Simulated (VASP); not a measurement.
Input of a VASP 6.6.1 run:

Contents of INCAR:

```
SYSTEM = Cu
  PREC = Accurate
  ENCUT = 600
  EDIFF = 1E-6
  ISMEAR = 1
  SIGMA = 0.1
  LREAL = .False.
  LASPH = .True.
  NELM = 60
  ALGO = Fast
  ISIF = 3
  LWAVE = .False.
  LCHARG = .False.
  GGA = PE
  IBRION = 2
  NSW = 80
  EDIFFG = -0.005
```

File KPOINTS:

```
regular mesh
0
Gamma
  20 20 20
  0 0 0
```

POSCAR

```
Cu
1.0
    0.0000000000      1.8100000000      1.8100000000
    1.8100000000      0.0000000000      1.8100000000
    1.8100000000      1.8100000000      0.0000000000
Cu
1
Direct
    0.0000000000      0.0000000000      0.0000000000
```

Potentials or basis: VASP PAW PBE potentials, release 64 (Cu).

Launch:

```sh
$ cat potpaw_PBE.64/Cu/POTCAR > POTCAR
$ mpirun -np 1 vasp_std > vasp.out
```

Question: Estimate the relaxed cell.

Answer: a = 2.570 Å, b = 2.570 Å, c = 2.570 Å, α = 60.00°, β = 60.00°, γ = 60.00°.

Question: What does it give for the space group after relaxing (to 0.05 Å)?

Answer: Fm-3m (No. 225).

Step by step:
| step | energy change (eV) | largest force (eV/Å) | pressure (GPa) | volume (Å³) |
| --- | --- | --- | --- | --- |
| 1 | 0.0000 | 0.0000 | 2.06 | 11.86 |
| 2 | -0.0003 | 0.0000 | -1.67 | 12.12 |
| 3 | -0.0008 | 0.0000 | 0.04 | 12.00 |
